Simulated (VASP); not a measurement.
Cu3N: single point with PBE

Cu3N:

```
Cu N
1.0
     3.75205    0.00000    0.00000
     0.00000    3.75205    0.00000
     0.00000    0.00000    3.75205
Cu N
3 1
Cartesian
  1.8760 0.0000 0.0000
  0.0000 1.8760 0.0000
  0.0000 0.0000 1.8760
  0.0000 0.0000 0.0000
```

```
Program                : VASP 6.6.1
Task                   : single point
Functional             : PBE
Potentials or basis    : VASP PAW PBE potentials, release 64 (Cu, N)
Cutoff                 : 600 eV
k mesh                 : 10 × 10 × 10
Occupations            : gaussian, width 0.01 eV
Spin                   : no spin polarisation
Dipole correction      : no
Further INCAR settings : ALGO = Normal; EDIFF = 1e-06; NBANDS = 27
```

The pressure is 8.8 GPa and the band gap on the k mesh is 0.05 eV (least direct gap 0.60 eV).

Levels at points of the mesh, in eV from the valence-band top:
```csv
k point,band 16,band 17,band 18,band 19,band 20,band 21,band 22,band 23
"(0.00, 0.00, 0.00)",-1.95,-1.95,-1.95,-1.91,1.14,5.49,5.49,6.68
"(0.50, 0.00, 0.00)",-2.33,-1.95,-1.51,-1.51,1.71,3.38,7.10,7.32
"(0.50, 0.50, 0.00)",-2.29,-1.15,-1.15,-0.74,0.05,3.77,4.94,4.94
"(0.50, 0.50, 0.50)",-2.00,0.00,0.00,0.00,0.66,0.66,0.66,6.14
```

Run time: 2 min on 1 thread of Oxide Virtual Turin-like Processor, with other jobs on the host, peak memory 0.19 GiB.

Caveat: the cell stands under pressure; semilocal functionals underestimate gaps, and a narrow one can read as zero. A k mesh can miss the band edges.
